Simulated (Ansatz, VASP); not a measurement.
# One calculation of HgTe, two programs

Contents of INCAR:

```
SYSTEM = HgTe
PREC = Accurate ; ENCUT = 520
EDIFF = 1E-8 ; ISMEAR = -1
SIGMA = 0.03 ; LREAL = .FALSE.
LASPH = .TRUE. ; NELM = 60
ALGO = Normal ; ISIF = 2
LWAVE = .FALSE. ; LCHARG = .FALSE.
GGA = CA ; LEFG = .TRUE.
NBANDS = 16
```

File KPOINTS:

```
regular mesh
0
G
  11 11 11
  0 0 0
```

Contents of POSCAR:

```
HgTe
1.0
    0.0000000000      3.1688538499      3.1688538499
    3.1688538499      0.0000000000      3.1688538499
    3.1688538499      3.1688538499      0.0000000000
Hg Te
1 1
Direct
    0.0000000000      0.0000000000      0.0000000000
    0.7500000000      0.7500000000      0.7500000000
```

Input for Ansatz:

```yaml
crystal:
  lattice:
    - [0.0, 3.1688538499, 3.1688538499]
    - [3.1688538499, 0.0, 3.1688538499]
    - [3.1688538499, 3.1688538499, 0.0]
  atoms:
    - { symbol: Hg, position: [0.0, 0.0, 0.0] }
    - { symbol: Te, position: [0.75, 0.75, 0.75] }
kpoints:
  mp_grid: { grid: [11, 11, 11] }
scf:
  occupations: { method: fermi_dirac, width: 0.03 }
hamiltonian:
  xc: lda
  pseudopotentials: { kind: paw }
output:
  forces: true
  stress: true
  eigenvalues: true
  efg: { contact_densities: true }
```

Change from the starting cell: volume scaled by 0.95, PAW files.

Alike in both runs: task electric field gradients; functional LDA; k mesh 11 × 11 × 11; occupations fermi-dirac, width 0.03 eV; no spin polarisation.

|  | VASP | Ansatz |
| --- | --- | --- |
| version | VASP 6.6.1 | Ansatz 0.2.0 |
| potentials or method | VASP PAW LDA potentials, release 64 (Hg, Te) | PAW with Ansatz's default frozen-core files, scalar-relativistic |
| plane-wave cutoff (eV) | 520 | 420 |
| valence electrons in the cell | 18 | 36 |

VASP gave:

```
pressure (GPa) : 2.8
```

Question: Which values does Ansatz return?

Answer: Pressure (GPa): 2.4.

LDA's correlation is that of Perdew and Zunger in VASP and of Perdew and Wang (1992) in Ansatz. VASP's potentials hold 18 valence electrons a cell and Ansatz's 36, so a difference there can come from the potentials and not from the codes.

Spin-orbit coupling is off throughout.
